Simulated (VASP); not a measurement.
Runs of VASP 6.6.1 on MgO. The structure is that of space group Fm-3m (No. 225), or close to it. The cells are those of the table. 

```csv
task,level,cell,k mesh,cutoff (eV),smearing,gap on the mesh (eV),pressure (GPa)
single point,PBE,"a = 3.008 Å, angles 60.0°, 2 atoms",10 × 10 × 10,520,fermi-dirac 0.02 eV,4.45,(b)
single point,r2SCAN,"a = 2.973 Å, angles 60.0°, 2 atoms",10 × 10 × 10,520,fermi-dirac 0.02 eV,5.66,-1.1
relaxation of cell and atoms,PBE,"relaxed from a = 2.842 Å, angles 60.0°, 2 atoms",10 × 10 × 10,600,fermi-dirac 0.02 eV,4.50,0.1
single point,PBE,"a = 2.973 Å, angles 60.0°, 2 atoms",6 × 6 × 6,520,gaussian 0.01 eV,(a),4.9
single point,r2SCAN,"a = 2.973 Å, angles 60.0°, 2 atoms",10 × 10 × 10,520,gaussian 0.01 eV,5.66,-1.1
```

Alike in all rows: potentials or basis VASP PAW PBE potentials, release 64 (Mg, O); no spin polarisation.

Question: Estimate the missing entries.

Answer: (a) 4.78; (b) -0.7.

Caveats: some runs use coarse meshes; the PAW data sets were made with another functional, which shifts forces and pressure a little (at least some runs).

